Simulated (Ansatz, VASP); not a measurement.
B2P3: VASP beside Ansatz

```
CELL_PARAMETERS angstrom
2.06397 -2.28785 0.00000
2.06397 2.28785 0.00000
0.00000 0.00000 5.91151
ATOMIC_POSITIONS crystal
B 0.18991 0.81009 0.00000
B 0.81009 0.18991 0.00000
P 0.50000 0.50000 0.75412
P 0.50000 0.50000 0.24588
P 0.00000 0.00000 0.50000
```

Alike in both runs: functional PBE; k mesh 6 × 6 × 4; occupations gaussian, width 0.1 eV; no spin polarisation.

Ansatz relaxed the structure, and its values are those at the end. VASP's run is a single point on that final structure, the one shown.

```csv
,VASP,Ansatz
version,VASP 6.6.1,Ansatz 0.2.0
potentials or method,"VASP PAW PBE potentials, release 64 (B, P), cutoff 520 eV","scalar-relativistic, plane waves, PAW"
valence electrons in the cell,21,21
```

```csv
,VASP,Ansatz,Ansatz less VASP
gap on the k mesh at the Fermi level (eV),none,none,-
pressure (GPa),-0.3,-0.1,+0.20
rms of the force components (eV/Å),0.009,0.011,+0.0024
```

A gap of «none» marks a metal or a gap that the smearing closes.
